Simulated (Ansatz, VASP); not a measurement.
**Two plane-wave programs on W**

File INCAR:

```
PREC     = Accurate       # precision mode
ENCUT    = 520            # plane-wave cutoff, eV
EDIFF    = 1E-6           # SCF threshold, eV
ISMEAR   = 0              # smearing method
SIGMA    = 0.15           # smearing width, eV
LREAL    = F              # projectors in reciprocal space
LASPH    = T              # aspherical terms in the spheres
NELM     = 80             # most SCF steps
ALGO     = Fast           # electronic algorithm
ISIF     = 2              # what is computed and relaxed
LWAVE    = F              # write WAVECAR
LCHARG   = F              # write CHGCAR
GGA      = PS             # functional
NBANDS   = 13             # bands
```

The input KPOINTS:

```
regular mesh
0
Gamma
  26 26 26
```

File POSCAR:

```
W
1.0
    0.0000000000      2.0589656399      1.9390258939
    2.0589656399      0.0000000000      1.9390258939
    2.0589656399      2.0589656399      0.0000000000
W
1
Direct
    0.0000000000      0.0000000000      0.0000000000
```

Input for Ansatz:

```yaml
crystal:
  lattice:
    - [0.0, 2.0589656399, 1.9390258939]
    - [2.0589656399, 0.0, 1.9390258939]
    - [2.0589656399, 2.0589656399, 0.0]
  atoms:
    - { symbol: W, position: [0.0, 0.0, 0.0] }
basis:
  ecutwfc: 420
kpoints:
  mp_grid: { grid: [26, 26, 26] }
hamiltonian:
  xc: pbesol
scf:
  occupations: { method: gaussian, width: 0.15 }
output:
  forces: true
  stress: true
  eigenvalues: true
```

Change from the starting cell: strain +0.030 along x and y, -0.030 along z, atoms carried along.

Alike in both runs: task single point; functional PBEsol; k mesh 26 × 26 × 26; occupations gaussian, width 0.15 eV; no spin polarisation.

|  | VASP | Ansatz |
| --- | --- | --- |
| version | VASP 6.6.1 | Ansatz 0.2.0 |
| potentials or method | VASP PAW PBE potentials, release 64 (W_sv), cutoff 520 eV | scalar-relativistic, plane waves, PAW |
| valence electrons in the cell | 14 | 14 |

|  | VASP | Ansatz | Ansatz less VASP |
| --- | --- | --- | --- |
| gap on the k mesh at the Fermi level (eV) | none | none | - |
| pressure (GPa) | -7.7 | -8.3 | -0.53 |
| traceless stress, the component that is largest in VASP (GPa) | -11.79 | -11.71 | +0.080 |

VASP's potentials were made for PBE, not for PBEsol. A gap of «none» marks a metal or a gap that the smearing closes. With one functional, cell and mesh, what is left measures potentials, basis and numerics.

Spin-orbit coupling is off throughout.
